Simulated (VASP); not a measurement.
# LiH in VASP: further runs, part 2 of 2

VASP 6.6.1. The steps go on from the part before.

## 5. Single point, PBE (epitaxial xy strain +1.8%)

INCAR

```
ALGO = Normal
EDIFF = 1E-7
ENCUT = 520
GGA = PE
ISIF = 2
ISMEAR = -1
LASPH = T
LCHARG = F
LREAL = F
LWAVE = F
NBANDS = 9
NELM = 80
PREC = Accurate
SIGMA = 0.02
```

KPOINTS

```
k-points
0
Gamma
  10 10 10
```

POSCAR

```
LiH
1.0
    2.5469387345      0.0000000000      0.0000000000
    0.0000000000      2.5469387345      0.0000000000
    0.0000000000      0.0000000000      2.5208252878
Li H
1 1
Direct
    0.0000000000      0.0000000000      0.0000000000
    0.5000000000      0.5000000000      0.5000000000
```

Potentials or basis: VASP PAW PBE potentials, release 64 (Li_sv, H).

On the command line:

```
> cat potpaw_PBE.64/Li_sv/POTCAR potpaw_PBE.64/H/POTCAR > POTCAR
> mpirun -np 1 vasp_std > vasp.out
```

OUTCAR:

```text
EDIFF = 1E-7
   ENCUT = 520
   GGA = PE
   ISIF = 2
   ISMEAR = -1
   LASPH = T
   LREAL = F
   NELM = 80
   PREC = Accurate

 ion  position               nearest neighbor table
   1  0.000  0.000  0.000-
   2  0.500  0.500  0.500-

  LATTYP: Found a simple tetragonal cell.
 ALAT       =     2.5469387345
 C/A-ratio  =     0.9897471241

  Lattice vectors:

 A1 = (   2.5469387345,   0.0000000000,   0.0000000000)
 A2 = (   0.0000000000,   2.5469387345,   0.0000000000)
 A3 = (   0.0000000000,   0.0000000000,   2.5208252878)

Analysis of symmetry for initial positions (statically):
=====================================================================
 Subroutine PRICEL returns:
 Original cell was already a primitive cell.

 Routine SETGRP: Setting up the symmetry group for a
 simple tetragonal supercell.

 Subroutine GETGRP returns: Found 16 space group operations
 (whereof 16 operations were pure point group operations)
 out of a pool of 16 trial point group operations.

The static configuration has the point symmetry D_4h.

Analysis of symmetry for dynamics (positions and initial velocities):
=====================================================================
 Subroutine PRICEL returns:
 Original cell was already a primitive cell.

 Routine SETGRP: Setting up the symmetry group for a
 simple tetragonal supercell.

 Subroutine GETGRP returns: Found 16 space group operations
 (whereof 16 operations were pure point group operations)
 out of a pool of 16 trial point group operations.

The dynamic configuration has the point symmetry D_4h.

 Subroutine INISYM returns: Found 16 space group operations
 (whereof 16 operations are pure point group operations),
 and found     1 'primitive' translations

----------------------------------------------------------------------------------------

[... 108 lines left out ...]
   EFERMI_NEDOS =   21; number of points for ismear=-14 and -15
   IALGO  =     38    algorithm
   IMIX   =      4    mixing-type and parameters
     AMIX     =   0.40;   BMIX     =  1.00
     AMIX_MAG =   1.60;   BMIX_MAG =  1.00
  volume/ion in A,a.u.               =       8.18        55.18
  Fermi-wavevector in a.u.,A,eV,Ry     =   1.023847  1.934790 14.262470  1.048262
  Thomas-Fermi vector in A             =   2.157602
   LORBIT       =      0    0 simple, 1 ext, 2 COOP (PROOUT), +10 PAW based schemes
   GGA     = PE    functional components
   LHFCALC =     F    Hartree Fock is set to
   AEXX    =    0.0000 exact exchange contribution
   IVDW    =     0    specifies the selected vdW correction
   LEPSILON=     F    determine dielectric tensor
   LRPA    =     F    only Hartree local field effects (RPA)
 non-spin polarized calculation
  energy-cutoff  :      520.00
  volume of cell :       16.35
 maximum number of plane-waves:       461
 NGX is ok and might be reduce to    20
   NGX =  9   NGY =  9   NGZ =  9

 number of electron       4.0000009 magnetization

 Free energy of the ion-electron system (eV)
  ---------------------------------------------------
  ext. energy  EPLUGINS =         0.00000000
  ---------------------------------------------------
  free energy    TOTEN  =        -5.65685171 eV

  energy without entropy =       -5.65685171  energy(sigma->0) =       -5.65685171

 E-fermi :   3.5689     XC(G=0):  -8.5195

 val. band max:        3.2322707092   @ k =   0.5000   0.5000   0.5000
 cond. band min:       3.9378388425   @ k =   0.5000   0.0000   0.0000
 fundamental gap:      0.7055681333
 Fermi energy:         3.5689447480

 k-point     1 :       0.0000    0.0000    0.0000
  band No.  band energies     occupation
      1     -44.8084      2.00000
      2      -5.3162      2.00000
      3      14.8208      0.00000
      4      14.8208      0.00000
      5      15.2457      0.00000
      6      15.3068      0.00000
      7      17.9160      0.00000
      8      18.2107      0.00000
      9      34.0506      0.00000
[... 265 lines left out ...]
 k-point    24 :       0.2000    0.0000    0.1000
  band No.  band energies     occupation
      1     -44.7884      2.00000
      2      -4.5776      2.00000
      3       9.1636      0.00000
      4      13.0476      0.00000
      5      15.9025      0.00000
      6      15.9889      0.00000
      7      21.4632      0.00000
      8      25.5331      0.00000
      9      28.2169      0.00000

 [... further k-points ...]
[... 5 lines left out ...]
  --------------------------------------------------------------------------------------
  -------------------------------------------------------------------------------------
  Total       -0.2143319     -0.2143319     -0.0001217      0.0000000      0.0000000      0.0000000
  in kB      -20.9999175    -20.9999175     -0.0119195      0.0000000      0.0000000      0.0000000
  external PRESSURE =     -14.0039182 kB  Pullay stress =       0.0000000 kB

 VOLUME and BASIS-vectors are now :
 -----------------------------------------------------------------------------
  energy-cutoff  :      520.00
  volume of cell :       16.35
      direct lattice vectors                 reciprocal lattice vectors
     2.546938734  0.000000000  0.000000000     0.392628211  0.000000000  0.000000000
     0.000000000  2.546938734  0.000000000     0.000000000  0.392628211  0.000000000
     0.000000000  0.000000000  2.520825288     0.000000000  0.000000000  0.396695481

 POSITION                                       TOTAL-FORCE (eV/Angst)
 -----------------------------------------------------------------------------------
      0.00000      0.00000      0.00000         0.000000      0.000000      0.000000
      1.27347      1.27347      1.26041         0.000000      0.000000      0.000000
 -----------------------------------------------------------------------------------
    total drift:                                0.000000      0.000000      0.000000

  FREE ENERGIE OF THE ION-ELECTRON SYSTEM (eV)
  ---------------------------------------------------
  free  energy   TOTEN  =        -5.6568517065 eV

  energy  without entropy=       -5.6568517064  energy(sigma->0) =       -5.65685171
```

stdout:

```text
POSCAR found type information on POSCAR LiH
 POSCAR found :  2 types and       2 ions
 scaLAPACK will be used
 LDA part: xc-table for (Slater+PW92), standard interpolation
 POSCAR, INCAR and KPOINTS ok, starting setup
 FFT: planning ... GRIDC
 FFT: planning ... GRID_SOFT
 FFT: planning ... GRID
 WAVECAR not read
 entering main loop
```

Wall time 7.5 s (1 thread of Intel Xeon Platinum 8488C (Sapphire Rapids), shared host); peak memory 0.13 GiB.

What came out:

* Free energy: -5.6569 eV
* Band gap on the k mesh: 0.71 eV, indirect (least direct gap 4.14 eV)

Caveat: the cell differs from its parent crystal (epitaxial xy strain +1.8%); the cutoff is under 1.25 times the usual one of these potentials, so pressure, stress and relaxed cells hold a basis-set (Pulay) error.

## 6. Summary

```csv
level,cell,smearing,gap on the mesh (eV)
PBE,"a = 2.418 Å, 2 atoms",fermi-dirac 0.02 eV,0.71
r2SCAN,"a = 2.418 Å, 2 atoms",gaussian 0.01 eV,1.28
PBE,"a = 2.502, b = 2.502, c = 2.472 Å, 2 atoms",fermi-dirac 0.02 eV,0.68
PBE,"a = 2.547, b = 2.547, c = 2.521 Å, 2 atoms",fermi-dirac 0.02 eV,0.71
```

Alike in all rows: task single point; potentials or basis VASP PAW PBE potentials, release 64 (Li_sv, H); no spin polarisation; k mesh 10 × 10 × 10; cutoff (eV) 520.

Caveats: the cutoff is under 1.25 times the usual one of these potentials, so pressure, stress and relaxed cells hold a basis-set (Pulay) error; the PAW data sets were made with another functional, which shifts forces and pressure a little (some runs).

Total energies depend on the potentials used, so only differences within one code and one set of settings carry meaning.
